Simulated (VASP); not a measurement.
The system is Ta2N.

```
CELL_PARAMETERS angstrom
3.11286 0.00000 0.00000
-1.55643 2.69582 0.00000
0.00000 0.00000 4.86984
ATOMIC_POSITIONS crystal
Ta 0.33333 0.66667 0.25471
Ta 0.66667 0.33333 0.74529
N 0.00000 0.00000 0.00000
```

- Program: VASP 6.6.1
- Task: relaxation of cell and atoms
- Functional: r2SCAN
- Potentials or basis: VASP PAW PBE potentials, release 64 (Ta_pv, N)
- Cutoff: 600 eV
- k mesh: 10 × 10 × 6
- Occupations: fermi-dirac, width 0.05 eV
- Spin: no spin polarisation

At the start: pressure -4.2 GPa; volume 13.62 Å³/atom.

Task: How do energy, volume and symmetry change on relaxing?

Result: Over 9 steps the energy falls by 5.6 meV/atom and the volume is 13.39 Å³/atom (-1.7 %); space group P-3m1 (No. 164, to 0.05 Å).

Step by step:
| step | energy change (eV) | largest force (eV/Å) | pressure (GPa) | volume (Å³) |
| --- | --- | --- | --- | --- |
| 1 | 0.0000 | 0.1783 | -4.25 | 40.87 |
| 2 | 0.0370 | 0.3214 | 11.89 | 38.77 |
| 3 | -0.0106 | 0.2280 | 0.53 | 40.18 |
| 4 | -0.0159 | 0.0019 | 0.17 | 40.16 |
| 5 | -0.0163 | 0.0849 | 0.07 | 40.16 |
| 6 | -0.0168 | 0.0008 | -0.07 | 40.19 |
| 7 | -0.0168 | 0.0125 | -0.05 | 40.18 |
| 8 | -0.0168 | 0.0017 | 0.12 | 40.16 |
| 9 | -0.0168 | 0.0055 | 0.05 | 40.17 |

Final structure:
```xyz
3
Lattice="3.0740 0.0000 0.0000 -1.5370 2.6622 0.0000 0.0000 0.0000 4.9085" Properties=species:S:1:pos:R:3 pbc="T T T"
Ta    0.0000    1.7748    1.2652
Ta    1.5370    0.8874    3.6433
N     0.0000    0.0000    0.0000
```

Caveat: the PAW data sets were made with another functional, which shifts forces and pressure a little.
